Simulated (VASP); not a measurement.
Here is a VASP 6.6.1 calculation.

INCAR

```
  PREC = Accurate
  ENCUT = 520
  EDIFF = 1E-6
  ISMEAR = 0
  SIGMA = 0.15
  LREAL = F
  LASPH = T
  NELM = 80
  ALGO = Normal
  ISIF = 2
  LWAVE = F
  LCHARG = T
  GGA = PE
  LELF = T
  LVHAR = T
  NBANDS = 14
```

KPOINTS

```
Automatic mesh
0
Gamma
  26 26 26
```

The input POSCAR:

```
HfN
1.0
    0.0000000000      2.1398185907      2.5677823088
    2.1398185907      0.0000000000      2.5677823088
    2.1398185907      2.1398185907      0.0000000000
Hf N
1 1
Direct
    0.0000000000      0.0000000000      0.0000000000
    0.5000000000      0.5000000000      0.5000000000
```

Potentials or basis: VASP PAW PBE potentials, release 64 (Hf_pv, N).

Run with:

```bash
$ cat potpaw_PBE.64/Hf_pv/POTCAR potpaw_PBE.64/N/POTCAR > POTCAR
$ mpirun -np 1 vasp_std > vasp.out
```

**Question.** Predict the pressure.

**Answer.** 17.3 GPa.

**Question.** Estimate the band gap on the k mesh.

**Answer.** Zero (an odd number of electrons rules out a gap without spin polarisation).

Stress tensor (GPa, compression positive):
```
 35.92   0.00   0.00
  0.00  35.92   0.00
  0.00   0.00 -20.05
```

Caveat: the stress differs along the axes, from -20 to 36 GPa; spin-orbit coupling is left out, which moves the levels of the heavy elements; an odd number of electrons without spin polarisation forces a metal; a magnetic or distorted state may lie lower.
